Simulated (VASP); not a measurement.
CsSrF3, 5 atoms in the cell. It takes space group R-3m (No. 166, trigonal). Conventional cell: a = 7.987 Å, b = 7.987 Å, c = 5.869 Å, α = 90.00°, β = 90.00°, γ = 120.00°. Within 3.9 Å of Cs (site symmetry -3m) lie 2 Sr at 2.93 Å and 6 F at 3.02 Å. Within 3.3 Å of Sr (site symmetry -3m) lie 6 F at 2.50 Å and 2 Cs at 2.93 Å. Within 3.3 Å of F (site symmetry 2/m) lie 2 Sr at 2.50 Å and 2 Cs at 3.02 Å and 4 F at 3.02 Å.  This cell differs from its parent crystal: ratio of the length along [111] to the lengths across it x 0.6, volume and fractional coordinates fixed.

* Program: VASP 6.6.1
* Task: single point
* Functional: LDA
* Potentials or basis: VASP PAW LDA potentials, release 64 (Cs_sv, Sr_sv, F)
* Cutoff: 520 eV
* k mesh: 6 × 6 × 6
* Occupations: gaussian, width 0.05 eV
* Spin: no spin polarisation
* Dipole correction: no
* Further INCAR settings: ALGO = Normal; EDIFF = 1e-07; NBANDS = 28

Potentials or basis: VASP PAW LDA potentials, release 64 (Cs_sv, Sr_sv, F).

Launch:

```bash
$ cat potpaw_LDA.64/Cs_sv/POTCAR potpaw_LDA.64/Sr_sv/POTCAR potpaw_LDA.64/F/POTCAR > POTCAR
$ mpirun -np 1 vasp_std > vasp.out
```

Hardware: 1 thread of Intel(R) Xeon(R) 6975P-C (Granite Rapids) (shared host).

Problem. How long does it take, and how much memory?

Solution. Wall time 67 s on 1 thread of Intel(R) Xeon(R) 6975P-C (Granite Rapids), with other jobs on the host, peak memory 0.25 GiB. Counts: scf iterations 16, k points 32.
